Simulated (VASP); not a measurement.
Set up this calculation in VASP 6.6.1, as the native input.

- Task: single point
- Functional: b88 exchange, pbe correlation
- Potentials or basis: VASP PAW PBE potentials, release 64 (Al, O)
- Cutoff: 600 eV
- k mesh: 7 × 7 × 7
- Occupations: fermi-dirac, width 0.05 eV
- Spin: no spin polarisation
- Dipole correction: no
- Further INCAR settings: ALGO = Normal; EDIFF = 1e-06; NBANDS = 35

The structure of Al2O3 lies in POSCAR:

```
Al2O3
1.0
    2.4269334206      1.4011906636      4.4168267984
   -2.4269334206      1.4011906636      4.4168267984
    0.0000000000     -2.8023813274      4.4168267984
Al O
4 6
Direct
    0.8521600000      0.8521600000      0.8521600000
    0.6478400000      0.6478400000      0.6478400000
    0.1478400000      0.1478400000      0.1478400000
    0.3521600000      0.3521600000      0.3521600000
    0.0566800000      0.7500000000      0.4433200000
    0.7500000000      0.4433200000      0.0566800000
    0.4433200000      0.0566800000      0.7500000000
    0.9433200000      0.2500000000      0.5566800000
    0.2500000000      0.5566800000      0.9433200000
    0.5566800000      0.9433200000      0.2500000000
```

The input as run:

INCAR

```
SYSTEM = Al2O3
PREC = Accurate
ENCUT = 600
EDIFF = 1E-6
ISMEAR = -1
SIGMA = 0.05
LREAL = .FALSE.
LASPH = .TRUE.
NELM = 120
ALGO = Normal
ISIF = 2
LWAVE = .FALSE.
LCHARG = .FALSE.
GGA = LIBXC
LIBXC1 = GGA_X_B88
LIBXC2 = GGA_C_PBE
NBANDS = 35
GGA_COMPAT = .FALSE.
```

KPOINTS

```
regular mesh
0
G
  7 7 7
  0 0 0
```

Potentials or basis: VASP PAW PBE potentials, release 64 (Al, O).

Command:

```bash
$ cat potpaw_PBE.64/Al/POTCAR potpaw_PBE.64/O/POTCAR > POTCAR
$ mpirun -np 1 vasp_std > vasp.out
```

Results of the run:

| Quantity | Value |
| --- | --- |
| Pressure | -6.8 GPa |
| Largest force | 0.085 eV/Å |
| Band gap on the k mesh | 5.54 eV |

Caveat: the cell stands under tension; the PAW data sets were made with another functional, which shifts forces and pressure a little; an odd mesh through Γ misses points on the zone boundary, where band edges can lie.

Wall time 7.2 min on 1 thread of AMD EPYC 7R43 64-Core Processor (Zen 3) (shared host), peak memory 0.27 GiB.
